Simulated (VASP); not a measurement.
Set up this calculation in VASP 6.6.1, as the native input.

```
Task                   : relaxation of cell and atoms
Functional             : PBEsol
Potentials or basis    : VASP PAW PBE potentials, release 64 (Y_sv, Zn)
Cutoff                 : 600 eV
k mesh                 : 12 × 12 × 12
Occupations            : gaussian, width 0.1 eV
Spin                   : no spin polarisation
Dipole correction      : no
Further INCAR settings : ALGO = Normal; EDIFF = 1e-06; IBRION = 2; EDIFFG = -0.005; NSW = 100; ISIF = 3
```

The structure of YZn lies in POSCAR:

```
YZn
1.0
    3.5600000000      0.0000000000      0.0000000000
    0.0000000000      3.5600000000      0.0000000000
    0.0000000000      0.0000000000      3.5600000000
Y Zn
1 1
Direct
    0.0000000000      0.0000000000      0.0000000000
    0.5000000000      0.5000000000      0.5000000000
```

One way to write it, as run:

INCAR

```
SYSTEM = YZn
PREC = Accurate
ENCUT = 600
EDIFF = 1E-6
ISMEAR = 0
SIGMA = 0.1
LREAL = .FALSE.
LASPH = .TRUE.
NELM = 100
ALGO = Normal
ISIF = 3
LWAVE = .FALSE.
LCHARG = .FALSE.
GGA = PS
IBRION = 2
NSW = 100
EDIFFG = -0.005
```

KPOINTS

```
Automatic mesh
0
G
  12 12 12
  0 0 0
```

Potentials or basis: VASP PAW PBE potentials, release 64 (Y_sv, Zn).

Launch:

```console
$ cat potpaw_PBE.64/Y_sv/POTCAR potpaw_PBE.64/Zn/POTCAR > POTCAR
$ mpirun -np 1 vasp_std > vasp.out
```

It gave:

| Quantity | Value |
| --- | --- |
| Relaxed volume | 21.81 Å³/atom |
| Relaxed cell | a = 3.520 Å, b = 3.520 Å, c = 3.520 Å, α = 90.00°, β = 90.00°, γ = 90.00° |
| Space group after relaxing (to 0.05 Å) | Pm-3m (No. 221) |
| Energy gained by relaxing | 5.1 meV/atom |
| Ionic steps | 5 |
| Pressure after relaxing | 0.0 GPa |

Caveat: the PAW data sets were made with another functional, which shifts forces and pressure a little.

It took 2.6 min on 1 thread of AMD EPYC 9R45 (Zen 5), on a shared host, peak memory 0.21 GiB.
